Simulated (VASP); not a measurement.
The system is CdTe.

```
CELL_PARAMETERS angstrom
0.00000 3.25000 3.25000
3.25000 0.00000 3.25000
3.25000 3.25000 0.00000
ATOMIC_POSITIONS crystal
Cd 0.00000 0.00000 0.00000
Te 0.25000 0.25000 0.25000
```

* Program: VASP 6.6.1
* Task: relaxation of cell and atoms
* Functional: r2SCAN
* Potentials or basis: VASP PAW PBE potentials, release 64 (Cd, Te)
* Cutoff: 550 eV
* k mesh: 8 × 8 × 8
* Occupations: gaussian, width 0.02 eV
* Spin: no spin polarisation

At the start: pressure 1.2 GPa; volume 34.33 Å³/atom.

**Question.** How do energy, volume and symmetry change on relaxing?

**Answer.** Over 3 steps the energy falls by 3.7 meV/atom and the volume is 35.32 Å³/atom (+2.9 %); space group F-43m (No. 216, to 0.1 Å) before and after.

Step by step:
| step | energy change (eV) | largest force (eV/Å) | pressure (GPa) | volume (Å³) |
| --- | --- | --- | --- | --- |
| 1 | 0.0000 | 0.0000 | 1.23 | 68.66 |
| 2 | -0.0067 | 0.0000 | -0.36 | 71.32 |
| 3 | -0.0074 | 0.0000 | 0.01 | 70.65 |

Final structure:
```yaml
crystal:
  lattice:
    - [0.00000, 3.28110, 3.28110]
    - [3.28110, 0.00000, 3.28110]
    - [3.28110, 3.28110, 0.00000]
  atoms:
    - { symbol: Cd, position: [0.00000, 0.00000, 0.00000] }
    - { symbol: Te, position: [0.25000, 0.25000, 0.25000] }
```

Caveat: the PAW data sets were made with another functional, which shifts forces and pressure a little.
